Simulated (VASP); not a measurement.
# BN (P4/mmm) in VASP: a series of runs

Runs on BN. Level: PBE. Tasks: single point, relaxation of cell and atoms.

Everything below comes from runs of VASP 6.6.1. Logs are shortened: lines on timing, memory, paths and dates and some standing lists are left out, and cuts for length are marked.

## Step 1: The cell of the first run

Symmetry: P4/mmm, No. 123, tetragonal system. The conventional cell has a = 4.771 Å, b = 4.771 Å, c = 3.383 Å, α = 90.00°, β = 90.00°, γ = 90.00°. B (site symmetry m2m) has 2 N at 1.52 Å and 2 B at 1.82 Å within 2.0 Å. N (site symmetry 2mm) has 1 N at 1.28 Å and 2 B at 1.52 Å within 1.7 Å.

The cell was built from a structure type or drawn by symmetry, and may not be a known phase.

## Step 2: Single point, PBE, collinear spin, ferromagnetic start

INCAR reads:

```
ALGO     = Normal         # electronic algorithm
EDIFF    = 1E-6           # SCF threshold, eV
ENCUT    = 520            # plane-wave cutoff, eV
GGA      = PE             # functional
ISIF     = 2              # what is computed and relaxed
ISMEAR   = 0              # smearing method
ISPIN    = 2              # spin polarisation
LASPH    = T              # aspherical terms in the spheres
LCHARG   = T              # write CHGCAR
LELF     = T              # ELF
LORBIT   = 11             # projections on sites
LREAL    = F              # projectors in reciprocal space
LVHAR    = T            
LWAVE    = F              # write WAVECAR
MAGMOM   = 0 0 0 0 1 1 1 1 # initial moments
NBANDS   = 30             # bands
NELM     = 150            # most SCF steps
PREC     = Accurate       # precision mode
SIGMA    = 0.1            # smearing width, eV
```

KPOINTS reads:

```
k-points
0
Gamma
  4 4 6
```

POSCAR reads:

```
BN
1.0
    4.7713461716      0.0000000000      0.0000000000
    0.0000000000      4.7713461716      0.0000000000
    0.0000000000      0.0000000000      3.3826633201
B N
4 4
Direct
    0.2696806876      0.0000000000      0.5000000000
    0.7303193124      0.0000000000      0.5000000000
    0.0000000000      0.2696806876      0.5000000000
    0.0000000000      0.7303193124      0.5000000000
    0.5000000000      0.0000000000      0.8114486158
    0.0000000000      0.5000000000      0.8114486158
    0.5000000000      0.0000000000      0.1885513842
    0.0000000000      0.5000000000      0.1885513842
```

Potentials or basis: VASP PAW PBE potentials, release 64 (B, N).

Launch:

```
$ cat potpaw_PBE.64/B/POTCAR potpaw_PBE.64/N/POTCAR > POTCAR
$ mpirun -np 1 vasp_std > vasp.out
```

OUTCAR:

```text
EDIFF = 1E-6
   ENCUT = 520
   GGA = PE
   ISIF = 2
   ISMEAR = 0
   ISPIN = 2
   LASPH = T
   LORBIT = 11
   LREAL = F
   NELM = 150
   PREC = Accurate

 ion  position               nearest neighbor table
   1  0.270  0.000  0.500-   5 1.52   7 1.52   3 1.82   4 1.82
   2  0.730  0.000  0.500-   5 1.52   7 1.52   3 1.82   4 1.82
   3  0.000  0.270  0.500-   6 1.52   8 1.52   1 1.82   2 1.82
   4  0.000  0.730  0.500-   6 1.52   8 1.52   1 1.82   2 1.82
   5  0.500  0.000  0.811-   7 1.28   2 1.52   1 1.52
   6  0.000  0.500  0.811-   8 1.28   4 1.52   3 1.52
   7  0.500  0.000  0.189-   5 1.28   2 1.52   1 1.52
   8  0.000  0.500  0.189-   6 1.28   4 1.52   3 1.52

  LATTYP: Found a simple tetragonal cell.
 ALAT       =     4.7713461716
 C/A-ratio  =     0.7089536576

  Lattice vectors:

 A1 = (   4.7713461716,   0.0000000000,   0.0000000000)
 A2 = (   0.0000000000,   4.7713461716,   0.0000000000)
 A3 = (   0.0000000000,   0.0000000000,   3.3826633201)

Analysis of symmetry for initial positions (statically):
=====================================================================
 Subroutine PRICEL returns:
 Original cell was already a primitive cell.

 Routine SETGRP: Setting up the symmetry group for a
 simple tetragonal supercell.

 Subroutine GETGRP returns: Found 16 space group operations
 (whereof 16 operations were pure point group operations)
 out of a pool of 16 trial point group operations.

The static configuration has the point symmetry D_4h.

Analysis of symmetry for dynamics (positions and initial velocities):
=====================================================================
 Subroutine PRICEL returns:
 Original cell was already a primitive cell.

 Routine SETGRP: Setting up the symmetry group for a
 simple tetragonal supercell.

 Subroutine GETGRP returns: Found 16 space group operations
 (whereof 16 operations were pure point group operations)
 out of a pool of 16 trial point group operations.

The dynamic configuration has the point symmetry D_4h.

Analysis of structural, dynamic, and magnetic symmetry:
=====================================================================
 Subroutine PRICEL returns:
 Original cell was already a primitive cell.

 Routine SETGRP: Setting up the symmetry group for a
 simple tetragonal supercell.

 Subroutine GETGRP returns: Found 16 space group operations
 (whereof 16 operations were pure point group operations)
 out of a pool of 16 trial point group operations.

The overall configuration has the point symmetry D_4h.

 Subroutine INISYM returns: Found 16 space group operations
 (whereof 16 operations are pure point group operations),
 and found     1 'primitive' translations

----------------------------------------------------------------------------------------

                                     Primitive cell

  volume of cell :      77.0088

  direct lattice vectors                    reciprocal lattice vectors
     4.771346172  0.000000000  0.000000000     0.209584458  0.000000000  0.000000000
     0.000000000  4.771346172  0.000000000     0.000000000  0.209584458  0.000000000
     0.000000000  0.000000000  3.382663320     0.000000000  0.000000000  0.295625046

  length of vectors
     4.771346172  4.771346172  3.382663320     0.209584458  0.209584458  0.295625046

  position of ions in fractional coordinates (direct lattice)
     0.269680688  0.000000000  0.500000000
     0.730319312  0.000000000  0.500000000
     0.000000000  0.269680688  0.500000000
     0.000000000  0.730319312  0.500000000
     0.500000000  0.000000000  0.811448616
     0.000000000  0.500000000  0.811448616
     0.500000000  0.000000000  0.188551384
     0.000000000  0.500000000  0.188551384

  ion indices of the primitive-cell ions
   primitive index   ion index
[... 42 lines left out ...]
  0.500000  0.500000  0.000000      1.000000
[... 16 lines left out ...]
  0.500000  0.250000  0.500000      4.000000
  0.500000  0.500000  0.500000      1.000000
   k-points           NKPTS =     24   k-points in BZ     NKDIM =     24   number of bands    NBANDS=     30
   number of dos      NEDOS =    301   number of ions     NIONS =      8
   total plane-waves  NPLWV =  36288
   dimension x,y,z NGX =    36 NGY =   36 NGZ =   28
   dimension x,y,z NGXF=    72 NGYF=   72 NGZF=   56
   ions per type =               4   4
   NGX,Y,Z   is equivalent  to a cutoff of  12.54, 12.54, 13.76 a.u.
   NGXF,Y,Z  is equivalent  to a cutoff of  25.09, 25.09, 27.52 a.u.
 SYSTEM =  unknown system
   PREC   = accura    normal or accurate (medium, high low for compatibility)
   ISTART =      0    job   : 0-new  1-cont  2-samecut
   ICHARG =      2    charge: 1-file 2-atom 10-const
   ISPIN  =      2    spin polarized calculation?
   LNONCOLLINEAR =      F non collinear calculations
   LSORBIT =      F    spin-orbit coupling
   LASPH  =      T    aspherical Exc in radial PAW
   ENCUT  =  520.0 eV  38.22 Ry    6.18 a.u.   8.87  8.87  6.29*2*pi/ulx,y,z
   NELM   =    150;   NELMIN=  2; NELMDL= -5     # of ELM steps
   EDIFF  = 0.1E-05   stopping-criterion for ELM
   LREAL  =      F    real-space projection
   EDIFFG = 0.1E-04   stopping-criterion for IOM
   NSW    =      0    number of steps for IOM
   IBRION =     -1    ionic relax: 0-MD 1-quasi-New 2-CG
   NFREE  =      0    steps in history (QN), initial steepest desc. (CG)
   ISIF   =      2    stress and relaxation
   ISYM   =      2    0-nonsym 1-usesym 2-fastsym
   POTIM  = 0.5000    time-step for ionic-motion
   TEBEG  =    0.0;   TEEND  =   0.0 temperature during run
   PSTRESS=    0.0 pullay stress
   NELECT =      32.0000    total number of electrons
   NUPDOWN=      -1.0000    fix difference up-down
   EMIN   =  10.00;   EMAX   =-10.00  energy-range for DOS
   EFERMI =   0.00;   METHOD = LEGACY
   ISMEAR =     0;   SIGMA  =   0.10  broadening in eV -4-tet -1-fermi 0-gaus
   EFERMI_NEDOS =   21; number of points for ismear=-14 and -15
   IALGO  =     38    algorithm
   IMIX   =      4    mixing-type and parameters
     AMIX     =   0.40;   BMIX     =  1.00
     AMIX_MAG =   1.60;   BMIX_MAG =  1.00
  volume/ion in A,a.u.               =       9.63        64.96
  Fermi-wavevector in a.u.,A,eV,Ry     =   1.221644  2.308572 20.305521  1.492414
  Thomas-Fermi vector in A             =   2.356819
   LORBIT       =     11    0 simple, 1 ext, 2 COOP (PROOUT), +10 PAW based schemes
   GGA     = PE    functional components
   LHFCALC =     F    Hartree Fock is set to
   AEXX    =    0.0000 exact exchange contribution
   IVDW    =     0    specifies the selected vdW correction
   LEPSILON=     F    determine dielectric tensor
   LRPA    =     F    only Hartree local field effects (RPA)
 spin polarized calculation
 Gauss-broadening in eV      SIGMA  =   0.10
  energy-cutoff  :      520.00
  volume of cell :       77.01
 maximum number of plane-waves:      2108
 NGX is ok and might be reduce to    36
   NGX = 17   NGY = 17   NGZ = 13

 number of electron      31.9999994 magnetization       0.0001355

 number of electron      31.9999994 magnetization      -0.0000084

 Free energy of the ion-electron system (eV)
  ---------------------------------------------------
  ext. energy  EPLUGINS =         0.00000000
  ---------------------------------------------------
  free energy    TOTEN  =       -59.86628621 eV

  energy without entropy =      -59.86265867  energy(sigma->0) =      -59.86447244

 E-fermi :   3.7038     XC(G=0):  -9.7222

 val. band max:        3.5588890306   @ k =   0.2500   0.0000   0.0000
 cond. band min:       3.7177569531   @ k =   0.5000   0.0000   0.3333
 fundamental gap:      0.1588679225
 Fermi energy:         3.7038028907

 spin component 1

 k-point     1 :       0.0000    0.0000    0.0000
  band No.  band energies     occupation
      1     -18.6962      1.00000
      2     -18.3317      1.00000
      3      -9.5854      1.00000
      4      -9.1649      1.00000
      5      -8.3105      1.00000
      6      -7.7516      1.00000
[... 733 lines left out ...]
     27      14.2111      0.00000
     28      15.2287      0.00000
 Fermi energy:         3.7038028907

 spin component 2

 k-point     1 :       0.0000    0.0000    0.0000
  band No.  band energies     occupation
      1     -18.6963      1.00000
      2     -18.3318      1.00000
      3      -9.5854      1.00000
      4      -9.1649      1.00000
      5      -8.3105      1.00000
      6      -7.7517      1.00000
[... 733 lines left out ...]
     27      14.2118      0.00000
     28      15.2286      0.00000
 [bands above 28 left out]

------------------------ aborting loop because EDIFF is reached ----------------------------------------

  FORCE on cell =-STRESS in cart. coord.  units (eV):
  Direction    XX          YY          ZZ          XY          YZ          ZX
  --------------------------------------------------------------------------------------
  -------------------------------------------------------------------------------------
  Total       -0.0420250     -0.0420250      0.0201820      0.0000000      0.0000000      0.0000000
  in kB       -0.8743337     -0.8743337      0.4198889      0.0000000      0.0000000      0.0000000
  external PRESSURE =      -0.4429262 kB  Pullay stress =       0.0000000 kB

 VOLUME and BASIS-vectors are now :
 -----------------------------------------------------------------------------
  energy-cutoff  :      520.00
  volume of cell :       77.01
      direct lattice vectors                 reciprocal lattice vectors
     4.771346172  0.000000000  0.000000000     0.209584458  0.000000000  0.000000000
     0.000000000  4.771346172  0.000000000     0.000000000  0.209584458  0.000000000
     0.000000000  0.000000000  3.382663320     0.000000000  0.000000000  0.295625046

 POSITION                                       TOTAL-FORCE (eV/Angst)
 -----------------------------------------------------------------------------------
      1.28674      0.00000      1.69133        -0.010339     -0.000000      0.000000
      3.48461      0.00000      1.69133         0.010339      0.000000     -0.000000
      0.00000      1.28674      1.69133        -0.000000     -0.010339      0.000000
      0.00000      3.48461      1.69133         0.000000      0.010339      0.000000
      2.38567      0.00000      2.74486        -0.000000     -0.000000     -0.062216
      0.00000      2.38567      2.74486         0.000000      0.000000     -0.062216
      2.38567      0.00000      0.63781         0.000000     -0.000000      0.062216
      0.00000      2.38567      0.63781        -0.000000      0.000000      0.062216
 -----------------------------------------------------------------------------------
    total drift:                                0.000000      0.000000      0.000000

  FREE ENERGIE OF THE ION-ELECTRON SYSTEM (eV)
  ---------------------------------------------------
  free  energy   TOTEN  =       -59.8662862117 eV

  energy  without entropy=      -59.8626586683  energy(sigma->0) =      -59.86447244

 total charge

# of ion       s       p       d       tot
------------------------------------------
    1        0.696   1.317   0.000   2.013
    2        0.696   1.317   0.000   2.013
    3        0.696   1.317   0.000   2.013
    4        0.696   1.317   0.000   2.013
    5        1.234   2.680   0.000   3.915
    6        1.234   2.680   0.000   3.915
    7        1.234   2.680   0.000   3.915
    8        1.234   2.680   0.000   3.915
--------------------------------------------------
tot          7.723  15.989   0.000  23.712

 magnetization (x)

# of ion       s       p       d       tot
------------------------------------------
    1        0.000  -0.000   0.000  -0.000
    2        0.000  -0.000   0.000  -0.000
    3        0.000  -0.000   0.000  -0.000
    4        0.000  -0.000   0.000  -0.000
    5       -0.000  -0.000   0.000  -0.000
    6       -0.000  -0.000   0.000  -0.000
    7       -0.000  -0.000   0.000  -0.000
    8       -0.000  -0.000   0.000  -0.000
--------------------------------------------------
tot          0.000  -0.000   0.000  -0.000
```

Wall time 95 s (1 thread of Intel Xeon Platinum 8559C (Emerald Rapids), shared host); peak memory 0.24 GiB.

Results:

```
Free energy                                           : -59.8663 eV
Pressure                                              : 0.0 GPa
Largest force                                         : 0.062 eV/Å
Band gap on the k mesh                                : zero (filled and empty bands overlap)
Net moment                                            : 0.00 μB per cell
Valence electrons inside the program's atomic spheres : B 2.01; N 3.92
```

Forces on the atoms (eV/Å):
```
B   -0.010  0.000  0.000
B    0.010  0.000  0.000
B    0.000 -0.010  0.000
B    0.000  0.010  0.000
N    0.000  0.000 -0.062
N    0.000  0.000 -0.062
N    0.000  0.000  0.062
N    0.000  0.000  0.062
```

Stress tensor (GPa, compression positive):
```
-0.09  0.00  0.00
 0.00 -0.09  0.00
 0.00  0.00  0.04
```

## Step 3: Relaxation of cell and atoms, PBE

INCAR reads:

```
PREC = Accurate ; ENCUT = 600
EDIFF = 1E-6 ; ISMEAR = 0
SIGMA = 0.1 ; LREAL = False
LASPH = True ; NELM = 100
ALGO = Normal ; ISIF = 3
LWAVE = False ; LCHARG = False
GGA = PE ; IBRION = 2
NSW = 100 ; EDIFFG = -0.01
```

KPOINTS reads:

```
Automatic mesh
0
Gamma
  8 8 12
```

POSCAR is that of step 2.

Potentials or basis: VASP PAW PBE potentials, release 64 (B, N).

Launch:

```
$ cat potpaw_PBE.64/B/POTCAR potpaw_PBE.64/N/POTCAR > POTCAR
$ mpirun -np 1 vasp_std > vasp.out
```

Run time: 8.3 min. Hardware: 1 thread of Intel Xeon Platinum 8559C (Emerald Rapids), shared host; peak memory 0.31 GiB.

Results (log left out):

```
Free energy                           : -59.8482 eV
Relaxed volume                        : 9.58 Å³/atom
Relaxed cell                          : a = 4.757 Å, b = 4.757 Å, c = 3.387 Å, α = 90.00°, β = 90.00°, γ = 90.00°
Space group after relaxing (to 0.1 Å) : P4/mmm (No. 123)
Energy gained by relaxing             : 0.4 meV/atom
Ionic steps                           : 7
Pressure after relaxing               : 0.0 GPa
Largest force after relaxing          : 0.009 eV/Å
Band gap on the k mesh                : zero (bands 16 and 17 overlap by 2.25 eV)
```

Forces in eV/Å, atoms in the order of the input:
```
B    0.009  0.000  0.000
B   -0.009  0.000  0.000
B    0.000  0.009  0.000
B    0.000 -0.009  0.000
N    0.000  0.000  0.005
N    0.000  0.000  0.005
N    0.000  0.000 -0.005
N    0.000  0.000 -0.005
```

Stress tensor (GPa, compression positive):
```
-0.02  0.00  0.00
 0.00 -0.02  0.00
 0.00  0.00  0.09
```

The path:
| step | energy change (eV) | largest force (eV/Å) | pressure (GPa) | volume (Å³) |
| --- | --- | --- | --- | --- |
| 1 | 0.0000 | 0.2065 | -0.28 | 77.01 |
| 2 | 0.0128 | 1.0001 | 0.08 | 76.82 |
| 3 | -0.0017 | 0.0927 | -0.22 | 76.96 |
| 4 | -0.0014 | 0.1270 | -0.72 | 76.77 |
| 5 | -0.0026 | 0.0299 | -0.46 | 76.87 |
| 6 | -0.0029 | 0.0055 | 0.14 | 76.60 |
| 7 | -0.0030 | 0.0088 | 0.02 | 76.65 |

Final structure:
```cif
data_structure
_symmetry_space_group_name_H-M 'P 1'
_symmetry_Int_Tables_number 1
_cell_length_a 4.7570
_cell_length_b 4.7570
_cell_length_c 3.3874
_cell_angle_alpha 90.000
_cell_angle_beta 90.000
_cell_angle_gamma 90.000
_cell_volume 76.65
loop_
_atom_site_label
_atom_site_type_symbol
_atom_site_fract_x
_atom_site_fract_y
_atom_site_fract_z
_atom_site_occupancy
B1 B 0.26907 0.00000 0.50000 1
B2 B 0.73093 0.00000 0.50000 1
B3 B 0.00000 0.26907 0.50000 1
B4 B 0.00000 0.73093 0.50000 1
N1 N 0.50000 0.00000 0.81211 1
N2 N 0.00000 0.50000 0.81211 1
N3 N 0.50000 0.00000 0.18789 1
N4 N 0.00000 0.50000 0.18789 1
```

Levels at points of the mesh, in eV from the Fermi level:
| k point | band 12 | band 13 | band 14 | band 15 | band 16 | band 17 | band 18 | band 19 | band 20 | band 21 |
| --- | --- | --- | --- | --- | --- | --- | --- | --- | --- | --- |
| (0.00, 0.00, 0.00) | -3.55 | -3.55 | -1.39 | -0.33 | -0.33 | 1.14 | 1.14 | 3.97 | 4.46 | 8.53 |
| (0.50, 0.00, 0.00) | -3.77 | -3.53 | -1.58 | -1.22 | 0.05 | 1.04 | 1.08 | 5.66 | 6.34 | 7.18 |
| (0.50, 0.50, 0.00) | -4.72 | -2.80 | -2.80 | -2.63 | 0.61 | 0.96 | 1.53 | 6.53 | 7.70 | 8.46 |
| (0.00, 0.00, 0.50) | -5.70 | -5.70 | -2.87 | -2.87 | -0.89 | 1.24 | 2.37 | 2.37 | 6.33 | 7.37 |
| (0.50, 0.00, 0.50) | -5.76 | -4.58 | -4.21 | -3.69 | 0.37 | 0.83 | 2.52 | 2.54 | 6.56 | 7.37 |
| (0.50, 0.50, 0.50) | -5.23 | -4.62 | -3.02 | -2.26 | -2.26 | -1.58 | 3.91 | 4.79 | 6.11 | 6.11 |
